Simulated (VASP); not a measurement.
Crystal: CdS (rocksalt type).

```xyz
2
Lattice="0.0000 2.5228 2.5228 2.5228 0.0000 2.5228 2.5228 2.5228 0.0000" Properties=species:S:1:pos:R:3 pbc="T T T"
Cd    0.0000    0.0000    0.0000
S     2.5228    2.5228    2.5228
```

```yaml
Program: VASP 6.6.1
Task: relaxation of cell and atoms
Functional: r2SCAN
Potentials_or_basis: VASP PAW PBE potentials, release 64 (Cd, S)
Cutoff: 600 eV
k_mesh: 14 × 14 × 14
Occupations: fermi-dirac, width 0.05 eV
Spin: no spin polarisation
```

At the start: pressure 34.1 GPa; volume 16.06 Å³/atom.

**Question.** Where does the relaxation end?

**Answer.** Over 4 steps the energy falls by 368.8 meV/atom and the volume is 20.38 Å³/atom (+26.9 %); space group Fm-3m (No. 225, to 0.05 Å).

The path:
| step | energy change (eV) | largest force (eV/Å) | pressure (GPa) | volume (Å³) |
| --- | --- | --- | --- | --- |
| 1 | 0.0000 | 0.0000 | 34.13 | 32.11 |
| 2 | -0.3163 | 0.0000 | -11.03 | 50.78 |
| 3 | -0.7374 | 0.0000 | -0.36 | 40.96 |
| 4 | -0.7376 | 0.0000 | 0.02 | 40.77 |

Final structure:
```
CELL_PARAMETERS angstrom
0.00000 2.73169 2.73169
2.73169 0.00000 2.73169
2.73169 2.73169 0.00000
ATOMIC_POSITIONS crystal
Cd 0.00000 0.00000 0.00000
S 0.50000 0.50000 0.50000
```

Caveat: the volume moved by over 15 % at a fixed basis, so the end points are rough; the PAW data sets were made with another functional, which shifts forces and pressure a little.
